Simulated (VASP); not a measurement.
Al:

```xyz
1
Lattice="0.0000 2.0248 2.0248 2.0248 0.0000 2.0248 2.0248 2.0248 0.0000" Properties=species:S:1:pos:R:3 pbc="T T T"
Al    0.0000    0.0000    0.0000
```

* Program: VASP 6.6.1
* Task: relaxation of cell and atoms
* Functional: PBE
* Dispersion: D3(BJ)
* Potentials or basis: VASP PAW PBE potentials, release 64 (Al)
* Cutoff: 600 eV
* k mesh: 11 × 11 × 11
* Occupations: fermi-dirac, width 0.05 eV
* Spin: no spin polarisation

At the start: pressure -3.8 GPa; volume 16.60 Å³/atom.

**Question.** Where does the relaxation end?

**Answer.** Over 3 steps the energy falls by 9.8 meV/atom and the volume is 15.82 Å³/atom (-4.7 %); space group Fm-3m (No. 225, to 0.05 Å).

The path:
| step | energy change (eV) | largest force (eV/Å) | pressure (GPa) | volume (Å³) |
| --- | --- | --- | --- | --- |
| 1 | 0.0000 | 0.0000 | -3.81 | 16.60 |
| 2 | -0.0094 | 0.0000 | 0.82 | 15.67 |
| 3 | -0.0098 | 0.0000 | 0.01 | 15.82 |

Final structure:
```
Al
1.0
     0.00000    1.99229    1.99229
     1.99229    0.00000    1.99229
     1.99229    1.99229    0.00000
Al
1
Cartesian
  0.0000 0.0000 0.0000
```

The cell as given is a measured one (16.60 Å³/atom); PBE+D3(BJ) puts the equilibrium volume -4.7 % from it, thermal expansion not counted.

Caveat: pairwise dispersion overbinds metals, which lowers pressure and volume.
